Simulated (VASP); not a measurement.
## Ga2O3: single point with BLYP

Crystal: Ga2O3.

```
CELL_PARAMETERS angstrom
6.29476 -1.55592 0.01200
6.29476 1.55592 0.01200
-1.41754 0.00000 5.75758
ATOMIC_POSITIONS crystal
Ga 0.34188 0.34188 0.68673
Ga 0.65812 0.65812 0.31327
Ga 0.91058 0.91058 0.20635
Ga 0.08942 0.08942 0.79365
O 0.50429 0.50429 0.74230
O 0.49571 0.49571 0.25770
O 0.82569 0.82569 0.43370
O 0.17431 0.17431 0.56630
O 0.83881 0.83881 0.89137
O 0.16119 0.16119 0.10863
```

* Program: VASP 6.6.1
* Task: single point
* Functional: BLYP
* Potentials or basis: VASP PAW PBE potentials, release 64 (Ga_d, O)
* Cutoff: 520 eV
* k mesh: 9 × 9 × 5
* Occupations: fermi-dirac, width 0.05 eV
* Spin: no spin polarisation

```yaml
Pressure: 1.8 GPa
Largest_force: 0.100 eV/Å
Band_gap_on_the_k_mesh: 1.87 eV (least direct gap 1.88 eV)
```

Forces on the atoms (eV/Å):
```
Ga   0.001  0.000 -0.063
Ga  -0.001  0.000  0.063
Ga  -0.037  0.000  0.011
Ga   0.037  0.000 -0.011
O   -0.093  0.000 -0.036
O    0.093  0.000  0.036
O   -0.042  0.000  0.074
O    0.042  0.000 -0.074
O   -0.062  0.000 -0.042
O    0.062  0.000  0.042
```

Stress tensor (GPa, compression positive):
```
1.63 0.00 0.05
0.00 2.02 0.00
0.05 0.00 1.74
```

Levels at points of the mesh, in eV from the valence-band top:
```
           k point  band 42  band 43  band 44  band 45  band 46  band 47
(0.00, 0.00, 0.00)    -0.43    -0.26    -0.01     1.87     5.20     6.00
```

Wall time 32 min on 1 thread of Oxide Virtual Turin-like Processor (shared host), peak memory 0.63 GiB.

Caveat: the PAW data sets were made with another functional, which shifts forces and pressure a little; an odd mesh through Γ misses points on the zone boundary, where band edges can lie. A hybrid or GW would open this gap; BLYP tends to underestimate it.
